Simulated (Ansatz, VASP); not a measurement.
**Two plane-wave programs on Ti**

```xyz
1
Lattice="-1.6328 1.6410 1.6410 1.6328 -1.6410 1.6410 1.6328 1.6410 -1.6410" Properties=species:S:1:pos:R:3 pbc="T T T"
Ti    0.0000    0.0000    0.0000
```

Change from the starting cell: strain -0.0050 x Voigt [1, 0, 0, 0, 0, 0], atoms carried along.

Alike in both runs: task single point; functional PBE; k mesh 20 × 20 × 20; occupations gaussian, width 0.15 eV; no spin polarisation.

|  | VASP | Ansatz |
| --- | --- | --- |
| version | VASP 6.6.1 | Ansatz 0.2.0 |
| potentials or method | VASP PAW PBE potentials, release 64 (Ti_sv), cutoff 520 eV | scalar-relativistic, plane waves, PAW |
| valence electrons in the cell | 12 | 12 |

VASP gave:

- gap on the k mesh at the Fermi level (eV): none
- pressure (GPa): -2.1
- traceless stress, the component that is largest in VASP (GPa): -0.09

Question: Which values does Ansatz return?

Answer: gap on the k mesh at the Fermi level (eV): none; pressure (GPa): -1.9; traceless stress, the component that is largest in VASP (GPa): -0.09.

A gap of «none» marks a metal or a gap that the smearing closes. With one functional, cell and mesh, what is left measures potentials, basis and numerics.
